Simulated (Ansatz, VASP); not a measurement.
**H: VASP beside Ansatz**

```
CELL_PARAMETERS angstrom
-1.86069 1.86069 2.05847
1.86069 -1.86069 2.05847
1.86069 1.86069 -2.05847
ATOMIC_POSITIONS crystal
H 0.90986 0.90986 0.00000
H 0.09014 0.09014 0.00000
```

Change from the starting cell: strain +0.1000 x Voigt [1, 1, 0, 0, 0, 0], atoms carried along.

Alike in both runs: task single point; functional r2SCAN; k mesh 10 × 10 × 10; occupations gaussian, width 0.05 eV; no spin polarisation.

|  | VASP | Ansatz |
| --- | --- | --- |
| version | VASP 6.6.1 | Ansatz 0.2.0 |
| potentials or method | VASP PAW PBE potentials, release 64 (H), cutoff 520 eV | scalar-relativistic, plane waves, PAW |
| valence electrons in the cell | 2 | 2 |

Ansatz gave:

| Property | Result |
| --- | --- |
| gap on the k mesh at the Fermi level (eV) | 9.98 |
| least direct gap on the mesh (eV) | 10.58 |
| pressure (GPa) | 0.0 |
| rms of the force components (eV/Å) | 0.006 |

Which values does VASP return?

gap on the k mesh at the Fermi level (eV): 9.99; least direct gap on the mesh (eV): 10.59; pressure (GPa): -0.1; rms of the force components (eV/Å): 0.003.

VASP's potentials were made for PBE, not for r2SCAN. Atom by atom the forces differ by 0.003 eV/Å (rms over components). The functional is the same, so the differences come from potentials, cutoffs and numerics.
